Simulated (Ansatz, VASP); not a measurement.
## Na2Hg2Se3 in VASP and in Ansatz

```
Na Hg Se
1.0
     3.52926    2.03762    4.59708
    -3.52926    2.03762    4.59708
     0.00000   -4.07524    4.59708
Na Hg Se
2 2 3
Direct
  0.30151 0.30151 0.30151
  0.69849 0.69849 0.69849
  0.00000 0.00000 0.00000
  0.50000 0.50000 0.50000
  0.00000 0.00000 0.50000
  0.50000 0.00000 0.00000
  0.00000 0.50000 0.00000
```

Alike in both runs: task relaxation of cell and atoms; functional PBE; k mesh 6 × 6 × 6; occupations gaussian, width 0.1 eV; no spin polarisation.

|  | VASP | Ansatz |
| --- | --- | --- |
| version | VASP 6.6.1 | Ansatz 0.2.0 |
| potentials or method | VASP PAW PBE potentials, release 64 (Na_pv, Hg, Se), cutoff 600 eV | scalar-relativistic, plane waves, PAW |
| valence electrons in the cell | 56 | 106 |

```csv
,VASP,Ansatz,Ansatz less VASP
"gap on the k mesh at the Fermi level, each at its own relaxed structure (eV)",none,none,-
relaxed volume (Å³/atom),28.48,28.44,-0.037
relaxed length of the cell vector where the two differ most in proportion (Å),6.187,6.179,-0.0077
```

A gap of «none» marks a metal or a gap that the smearing closes. VASP's potentials hold 56 valence electrons a cell and Ansatz's 106, so a difference there can come from the potentials and not from the codes.

Spin-orbit coupling is off throughout.
